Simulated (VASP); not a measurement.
## NaF (Villiaumite): single point with PBE

The system is NaF (Villiaumite).

```
CELL_PARAMETERS angstrom
0.00000 2.35050 2.35050
2.35050 0.00000 2.35050
2.35050 2.35050 0.00000
ATOMIC_POSITIONS crystal
Na 0.00000 0.00000 0.00000
F 0.50000 0.50000 0.50000
```

```json
{
  "Program": "VASP 6.6.1",
  "Task": "single point",
  "Functional": "PBE",
  "Potentials or basis": "VASP PAW PBE potentials, release 64 (Na_pv, F)",
  "Cutoff": "520 eV",
  "k mesh": "8 × 8 × 8",
  "Occupations": "gaussian, width 0.01 eV",
  "Spin": "no spin polarisation",
  "Dipole correction": "no",
  "Further INCAR settings": "ALGO = Normal; EDIFF = 1e-06; NBANDS = 14"
}
```

The pressure is -0.2 GPa. The band gap on the k mesh is 6.07 eV, direct.

Levels at points of the mesh, in eV from the valence-band top:
```csv
k point,band 4,band 5,band 6,band 7,band 8,band 9,band 10,band 11
"(0.00, 0.00, 0.00)",-19.08,0.00,0.00,0.00,6.07,18.67,18.67,18.67
"(0.50, 0.00, 0.00)",-18.28,-1.50,-0.23,-0.23,10.52,12.10,19.64,19.64
"(0.50, 0.50, 0.00)",-18.88,-1.21,-0.38,-0.38,12.80,13.15,13.18,19.21
```

Wall time 5.5 s on 1 thread of Intel(R) Xeon(R) 6975P-C (Granite Rapids), on a shared host, peak memory 0.14 GiB.

PBE gaps usually lie below the measured ones, often by a third to a half.
